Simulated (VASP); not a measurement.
SnTe3: single point with PBE

Crystal: SnTe3.

```
CELL_PARAMETERS angstrom
0.00000 3.86122 3.86122
3.86122 0.00000 3.86122
3.86122 3.86122 0.00000
ATOMIC_POSITIONS crystal
Sn 0.00000 0.00000 0.00000
Te 0.25000 0.25000 0.25000
Te 0.75000 0.75000 0.75000
Te 0.50000 0.50000 0.50000
```

```
Program                : VASP 6.6.1
Task                   : single point
Functional             : PBE
Potentials or basis    : VASP PAW PBE potentials, release 64 (Sn_d, Te)
Cutoff                 : 520 eV
k mesh                 : 5 × 5 × 5
Occupations            : gaussian, width 0.01 eV
Spin                   : no spin polarisation
Dipole correction      : no
Further INCAR settings : ALGO = Normal; EDIFF = 1e-06; NBANDS = 24
```

```json
{
 "Pressure": "0.1 GPa"
}
```

Levels at points of the mesh, in eV from the Fermi level:
```csv
k point,band 13,band 14,band 15,band 16,band 17,band 18,band 19,band 20
"(0.00, 0.00, 0.00)",-3.06,-3.06,-3.06,-1.66,-1.66,-1.66,3.29,3.29
```

It took 27 s on 1 thread of Intel(R) Xeon(R) 6975P-C (Granite Rapids) (shared host), peak memory 0.25 GiB.

Caveat: this odd mesh misses L, where the gap lies, so gap, dielectric constants and Born charges aren't listed; spin-orbit coupling is left out, which moves the levels of the heavy elements.
